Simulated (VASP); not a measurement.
# Cl (C2/m) in VASP: notebook

The runs below take Cl through single point, with PBEsol.

Program: VASP 6.6.1. These are calculated values, not measurements. Logs are shortened: lines on timing, memory, paths and dates and some standing lists are left out, and cuts for length are marked.

## 1. The cell of the first run

The structure is monoclinic, space group C2/m (No. 12). Conventional cell: a = 4.115 Å, b = 6.099 Å, c = 2.326 Å, α = 90.00°, β = 124.00°, γ = 90.00°. Within 3.1 Å of Cl (site symmetry 2/m) lie 2 Cl at 2.33 Å.

## 2. Single point, PBEsol (I replaced by Cl, lengths x 0.840, strained)

INCAR reads:

```
SYSTEM = Cl
ALGO = Normal
EDIFF = 1E-7
ENCUT = 520
GGA = PS
ISIF = 2
ISMEAR = 0
LASPH = .TRUE.
LCHARG = .TRUE.
LELF = .TRUE.
LREAL = .FALSE.
LVHAR = .TRUE.
LWAVE = .FALSE.
NBANDS = 10
NELM = 100
PREC = Accurate
SIGMA = 0.1
```

KPOINTS reads:

```
k-points
0
G
  14 14 22
  0 0 0
```

POSCAR reads:

```
Cl
1.0
    2.0573501362     -3.0494735082      0.0071026955
    2.0573501362      3.0494735082      0.0071026955
   -1.3070692872      0.0000000000      1.9234425052
Cl
1
Direct
    0.5000000000      0.5000000000      0.5000000000
```

Potentials or basis: VASP PAW PBE potentials, release 64 (Cl).

Run with:

```
$ cat potpaw_PBE.64/Cl/POTCAR > POTCAR
$ mpirun -np 1 vasp_std > vasp.out
```

OUTCAR:

```text
SYSTEM = Cl
   EDIFF = 1E-7
   ENCUT = 520
   GGA = PS
   ISIF = 2
   ISMEAR = 0
   LASPH = .TRUE.
   LREAL = .FALSE.
   NELM = 100
   PREC = Accurate

 ion  position               nearest neighbor table
   1  0.500  0.500  0.500-

  LATTYP: Found a base centered monoclinic cell.
 ALAT       =     4.1147247933
 B/A-ratio  =     1.4822247715
 C/A-ratio  =     0.5651711767
 COS(beta)  =    -0.5591949256

  Lattice vectors:

 A1 = (   2.0573501362,  -3.0494735082,   0.0071026955)
 A2 = (   2.0573501362,   3.0494735082,   0.0071026955)
 A3 = (  -1.3070692872,   0.0000000000,   1.9234425052)

Analysis of symmetry for initial positions (statically):
=====================================================================
 Subroutine PRICEL returns:
 Original cell was already a primitive cell.

 Routine SETGRP: Setting up the symmetry group for a
 base centered monoclinic supercell.

 Subroutine GETGRP returns: Found  4 space group operations
 (whereof  4 operations were pure point group operations)
 out of a pool of  4 trial point group operations.

The static configuration has the point symmetry C_2h.

Analysis of symmetry for dynamics (positions and initial velocities):
=====================================================================
 Subroutine PRICEL returns:
 Original cell was already a primitive cell.

 Routine SETGRP: Setting up the symmetry group for a
 base centered monoclinic supercell.

 Subroutine GETGRP returns: Found  4 space group operations
 (whereof  4 operations were pure point group operations)
 out of a pool of  4 trial point group operations.

The dynamic configuration has the point symmetry C_2h.

 Subroutine INISYM returns: Found  4 space group operations
 (whereof  4 operations are pure point group operations),
 and found     1 'primitive' translations

----------------------------------------------------------------------------------------

                                     Primitive cell

  volume of cell :      24.1913

  direct lattice vectors                    reciprocal lattice vectors
     2.057350136 -3.049473508  0.007102695     0.242462243 -0.163962730  0.164764452
     2.057350136  3.049473508  0.007102695     0.242462243  0.163962730  0.164764452
    -1.307069287  0.000000000  1.923442505    -0.001790680  0.000000000  0.518684314

  length of vectors
     3.678590587  3.678590587  2.325523853     0.335885458  0.335885458  0.518687405

  position of ions in fractional coordinates (direct lattice)
     0.500000000  0.500000000  0.500000000

  ion indices of the primitive-cell ions
   primitive index   ion index
                 1           1

----------------------------------------------------------------------------------------

 KPOINTS: k-points

Automatic generation of k-mesh.
 Grid dimensions read from file:
 generate k-points for:   14   14   22

 Generating k-lattice:

  Cartesian coordinates                     Fractional coordinates (reciprocal lattice)
     0.017318732 -0.011711624  0.011768889     0.071428571 -0.000000000  0.000000000
     0.017318732  0.011711624  0.011768889    -0.000000000  0.071428571  0.000000000
    -0.000081395  0.000000000  0.023576560     0.000000000  0.000000000  0.045454545

  Length of vectors
     0.023991818  0.023991818  0.023576700

  Shift w.r.t. Gamma in fractional coordinates (k-lattice)
     0.000000000  0.000000000  0.000000000

 Subroutine IBZKPT returns following result:
 ===========================================

 Found   1164 irreducible k-points:

 Following reciprocal coordinates:
            Coordinates               Weight
  0.000000  0.000000  0.000000      1.000000
  0.071429 -0.000000 -0.000000      4.000000
  0.142857  0.000000  0.000000      4.000000
  0.214286 -0.000000 -0.000000      4.000000
  0.285714  0.000000 -0.000000      4.000000
  0.357143 -0.000000  0.000000      4.000000
[... 16 lines left out ...]
  0.214286  0.142857 -0.000000      4.000000
  0.285714  0.142857 -0.000000      4.000000
 [... further k-points ...]
   k-points           NKPTS =   1164   k-points in BZ     NKDIM =   1164   number of bands    NBANDS=     10
   number of dos      NEDOS =    301   number of ions     NIONS =      1
   total plane-waves  NPLWV =  14112
   dimension x,y,z NGX =    28 NGY =   28 NGZ =   18
   dimension x,y,z NGXF=    56 NGYF=   56 NGZF=   36
   ions per type =               1
   NGX,Y,Z   is equivalent  to a cutoff of  12.65, 12.65, 12.87 a.u.
   NGXF,Y,Z  is equivalent  to a cutoff of  25.31, 25.31, 25.74 a.u.
 SYSTEM =  Cl
   PREC   = accura    normal or accurate (medium, high low for compatibility)
   ISTART =      0    job   : 0-new  1-cont  2-samecut
   ICHARG =      2    charge: 1-file 2-atom 10-const
   ISPIN  =      1    spin polarized calculation?
   LNONCOLLINEAR =      F non collinear calculations
   LSORBIT =      F    spin-orbit coupling
   LASPH  =      T    aspherical Exc in radial PAW
   ENCUT  =  520.0 eV  38.22 Ry    6.18 a.u.   6.84  6.84  4.32*2*pi/ulx,y,z
   NELM   =    100;   NELMIN=  2; NELMDL= -5     # of ELM steps
   EDIFF  = 0.1E-06   stopping-criterion for ELM
   LREAL  =      F    real-space projection
   EDIFFG = 0.1E-05   stopping-criterion for IOM
   NSW    =      0    number of steps for IOM
   IBRION =     -1    ionic relax: 0-MD 1-quasi-New 2-CG
   NFREE  =      0    steps in history (QN), initial steepest desc. (CG)
   ISIF   =      2    stress and relaxation
   ISYM   =      2    0-nonsym 1-usesym 2-fastsym
   POTIM  = 0.5000    time-step for ionic-motion
   TEBEG  =    0.0;   TEEND  =   0.0 temperature during run
   PSTRESS=    0.0 pullay stress
   NELECT =       7.0000    total number of electrons
   NUPDOWN=      -1.0000    fix difference up-down
   EMIN   =  10.00;   EMAX   =-10.00  energy-range for DOS
   EFERMI =   0.00;   METHOD = LEGACY
   ISMEAR =     0;   SIGMA  =   0.10  broadening in eV -4-tet -1-fermi 0-gaus
   EFERMI_NEDOS =   21; number of points for ismear=-14 and -15
   IALGO  =     38    algorithm
   IMIX   =      4    mixing-type and parameters
     AMIX     =   0.40;   BMIX     =  1.00
     AMIX_MAG =   1.60;   BMIX_MAG =  1.00
  volume/ion in A,a.u.               =      24.19       163.25
  Fermi-wavevector in a.u.,A,eV,Ry     =   1.082815  2.046223 15.952667  1.172488
  Thomas-Fermi vector in A             =   2.218866
   LORBIT       =      0    0 simple, 1 ext, 2 COOP (PROOUT), +10 PAW based schemes
   GGA     = PS    functional components
   LHFCALC =     F    Hartree Fock is set to
   AEXX    =    0.0000 exact exchange contribution
   IVDW    =     0    specifies the selected vdW correction
   LEPSILON=     F    determine dielectric tensor
   LRPA    =     F    only Hartree local field effects (RPA)
 non-spin polarized calculation
 Gauss-broadening in eV      SIGMA  =   0.10
  energy-cutoff  :      520.00
  volume of cell :       24.19
 maximum number of plane-waves:       670
   NGX = 13   NGY = 13   NGZ =  9

 number of electron       7.0000001 magnetization

 Free energy of the ion-electron system (eV)
  ---------------------------------------------------
  ext. energy  EPLUGINS =         0.00000000
  ---------------------------------------------------
  free energy    TOTEN  =        -1.82967245 eV

  energy without entropy =       -1.82522191  energy(sigma->0) =       -1.82744718

 E-fermi :   0.6476     XC(G=0):  -8.8725

 val. band max:        0.6446024383   @ k =  -0.1429  -0.1429   0.3636
 cond. band min:       0.6554104490   @ k =  -0.2143  -0.4286   0.4545
 fundamental gap:      0.0108080107
 Fermi energy:         0.6476431086

 k-point     1 :       0.0000    0.0000    0.0000
  band No.  band energies     occupation
      1     -15.4920      2.00000
      2      -1.0230      2.00000
      3      -0.9843      2.00000
      4       5.0500      0.00000
      5       7.0226      0.00000
      6      12.1846      0.00000
      7      12.7945      0.00000
      8      15.4564      0.00000
      9      17.5869      0.00000
     10      22.8835      0.00000

 k-point     2 :       0.0714   -0.0000   -0.0000
  band No.  band energies     occupation
      1     -15.4700      2.00000
      2      -1.1655      2.00000
      3      -1.0452      2.00000
      4       5.0509      0.00000
      5       7.2654      0.00000
      6      12.1592      0.00000
      7      12.6488      0.00000
      8      15.4555      0.00000
      9      18.1856      0.00000
     10      22.9305      0.00000

 k-point     3 :       0.1429    0.0000    0.0000
  band No.  band energies     occupation
      1     -15.4072      2.00000
      2      -1.6070      2.00000
      3      -1.1336      2.00000
      4       5.0534      0.00000
      5       7.8866      0.00000
      6      11.6418      0.00000
      7      13.0148      0.00000
      8      15.4522      0.00000
      9      19.6389      0.00000
     10      23.0562      0.00000

 k-point     4 :       0.2143   -0.0000   -0.0000
  band No.  band energies     occupation
      1     -15.3140      2.00000
      2      -2.1745      2.00000
      3      -1.2546      2.00000
      4       5.0571      0.00000
      5       8.5625      0.00000
      6      11.2558      0.00000
      7      13.8018      0.00000
      8      15.4425      0.00000
      9      21.5398      0.00000
     10      23.1912      0.00000
[... 222 lines left out ...]
 k-point    22 :       0.1429    0.1429   -0.0000
  band No.  band energies     occupation
      1     -15.2575      2.00000
      2      -2.4453      2.00000
      3      -1.3591      2.00000
      4       5.0774      0.00000
      5       9.1318      0.00000
      6      10.7049      0.00000
      7      14.4296      0.00000
      8      15.5664      0.00000
      9      22.6366      0.00000
     10      23.3204      0.00000

 k-point    23 :       0.2143    0.1429   -0.0000
  band No.  band energies     occupation
      1     -15.1591      2.00000
      2      -2.8782      2.00000
      3      -1.5537      2.00000
      4       5.0812      0.00000
      5       9.6058      0.00000
      6      10.7149      0.00000
      7      15.2604      0.00000
      8      15.9644      0.00000
      9      23.2104      0.00000
     10      23.5877      0.00000

 k-point    24 :       0.2857    0.1429   -0.0000
  band No.  band energies     occupation
      1     -15.0698      2.00000
      2      -3.2225      2.00000
      3      -1.7426      2.00000
      4       5.0780      0.00000
      5       9.4115      0.00000
      6      11.6671      0.00000
      7      15.2901      0.00000
      8      17.2120      0.00000
      9      22.0411      0.00000
     10      23.0197      0.00000

 [... further k-points ...]

------------------------ aborting loop because EDIFF is reached ----------------------------------------

  FORCE on cell =-STRESS in cart. coord.  units (eV):
  Direction    XX          YY          ZZ          XY          YZ          ZX
  --------------------------------------------------------------------------------------
  -------------------------------------------------------------------------------------
  Total       -0.3834049      0.2080878     -0.7611213      0.0000000      0.0000000      0.4758920
  in kB      -25.3926635     13.7815257    -50.4085846      0.0000000      0.0000000     31.5180284
  external PRESSURE =     -20.6732408 kB  Pullay stress =       0.0000000 kB

 VOLUME and BASIS-vectors are now :
 -----------------------------------------------------------------------------
  energy-cutoff  :      520.00
  volume of cell :       24.19
      direct lattice vectors                 reciprocal lattice vectors
     2.057350136 -3.049473508  0.007102695     0.242462243 -0.163962730  0.164764452
     2.057350136  3.049473508  0.007102695     0.242462243  0.163962730  0.164764452
    -1.307069287  0.000000000  1.923442505    -0.001790680  0.000000000  0.518684314

 POSITION                                       TOTAL-FORCE (eV/Angst)
 -----------------------------------------------------------------------------------
      1.40382      0.00000      0.96882        -0.000000     -0.000000      0.000000
 -----------------------------------------------------------------------------------
    total drift:                                0.000000      0.000000      0.000000

  FREE ENERGIE OF THE ION-ELECTRON SYSTEM (eV)
  ---------------------------------------------------
  free  energy   TOTEN  =        -1.8296724486 eV

  energy  without entropy=       -1.8252219147  energy(sigma->0) =       -1.82744718
```

Run time: 90 s. Hardware: 1 thread of AMD EPYC 9R45 (Zen 5), shared host; peak memory 0.29 GiB.

Results:

```
Free energy            : -1.8297 eV
Pressure               : -2.1 GPa
Band gap on the k mesh : zero (an odd number of electrons rules out a gap without spin polarisation)
```

Stress tensor (GPa, compression positive):
```
-2.54  0.00  3.15
 0.00  1.38  0.00
 3.15  0.00 -5.04
```

Levels at points of the mesh, in eV from the Fermi level:
```
           k point  band 1  band 2  band 3  band 4  band 5  band 6  band 7  band 8  band 9
(0.00, 0.00, 0.00)  -16.14   -1.67   -1.63    4.40    6.37   11.54   12.15   14.81   16.94
(0.50, 0.00, 0.00)  -15.66   -4.26   -2.24    4.42    7.68   13.75   14.25   17.57   20.38
(0.50, 0.50, 0.00)  -15.71   -4.15   -2.11    4.27    7.80   13.53   13.72   17.47   20.75
(0.00, 0.00, 0.50)  -11.93   -6.32   -0.92   -0.01    7.90    9.51   16.25   17.46   17.53
(0.50, 0.00, 0.50)  -12.17   -6.56   -0.21    0.51    8.86   11.79   13.91   14.88   18.12
(0.50, 0.50, 0.50)  -11.92   -6.31   -0.92   -0.04    7.89    9.43   16.32   17.58   17.62
```

Caveat: the cell differs from its parent crystal (I replaced by Cl, lengths x 0.840, strained); the stress differs along the axes, from -5 to 1 GPa; the PAW data sets were made with another functional, which shifts forces and pressure a little; an odd number of electrons without spin polarisation forces a metal; a magnetic or distorted state may lie lower.

## 3. Single point, PBEsol (I replaced by Cl, lengths x 0.840, strained)

INCAR reads:

```
PREC     = Accurate       # precision mode
ENCUT    = 520            # plane-wave cutoff, eV
EDIFF    = 1E-6           # SCF threshold, eV
ISMEAR   = 0              # smearing method
SIGMA    = 0.1            # smearing width, eV
LREAL    = False          # projectors in reciprocal space
LASPH    = True           # aspherical terms in the spheres
NELM     = 100            # most SCF steps
ALGO     = Normal         # electronic algorithm
ISIF     = 2              # what is computed and relaxed
LWAVE    = False          # write WAVECAR
LCHARG   = False          # write CHGCAR
GGA      = PS             # functional
NBANDS   = 10             # bands
```

KPOINTS reads:

```
Automatic mesh
0
Gamma
  14 14 20
```

POSCAR reads:

```
Cl
1.0
    2.2925282754     -3.1032631960      0.0425735141
    2.2925282754      3.1032631960      0.0425735141
   -1.4239701244      0.0000000000      2.0402486963
Cl
1
Direct
    0.5000000000      0.5000000000      0.5000000000
```

Potentials or basis: VASP PAW PBE potentials, release 64 (Cl).

Run with:

```
$ cat potpaw_PBE.64/Cl/POTCAR > POTCAR
$ mpirun -np 1 vasp_std > vasp.out
```

Wall time 1.7 min (1 thread of AMD EPYC 9R45 (Zen 5), shared host); peak memory 0.32 GiB.

It converged, with:

- Free energy: -1.6613 eV
- Pressure: -5.2 GPa
- Band gap on the k mesh: zero (an odd number of electrons rules out a gap without spin polarisation)

Stress tensor (GPa, compression positive):
```
 -5.47   0.00   6.31
  0.00   0.26   0.00
  6.31   0.00 -10.24
```

Levels at points of the mesh, in eV from the Fermi level:
```tsv
k point	band 2	band 3	band 4	band 5	band 6	band 7
(0.00, 0.00, 0.00)	-1.25	-1.10	3.31	6.74	11.73	12.60
(0.50, 0.00, 0.00)	-2.99	-1.47	3.30	8.50	12.43	13.89
(0.50, 0.50, 0.00)	-2.97	-1.73	3.21	8.20	12.97	13.45
(0.00, 0.00, 0.50)	-4.88	-0.43	-0.02	8.82	9.88	16.34
(0.50, 0.00, 0.50)	-5.02	-0.06	0.29	9.45	11.74	13.82
(0.50, 0.50, 0.50)	-4.90	-0.41	0.03	8.84	10.05	16.10
```

Caveat: the cell differs from its parent crystal (I replaced by Cl, lengths x 0.840, strained); the stress differs along the axes, from -10 to 0 GPa; the PAW data sets were made with another functional, which shifts forces and pressure a little; an odd number of electrons without spin polarisation forces a metal; a magnetic or distorted state may lie lower.
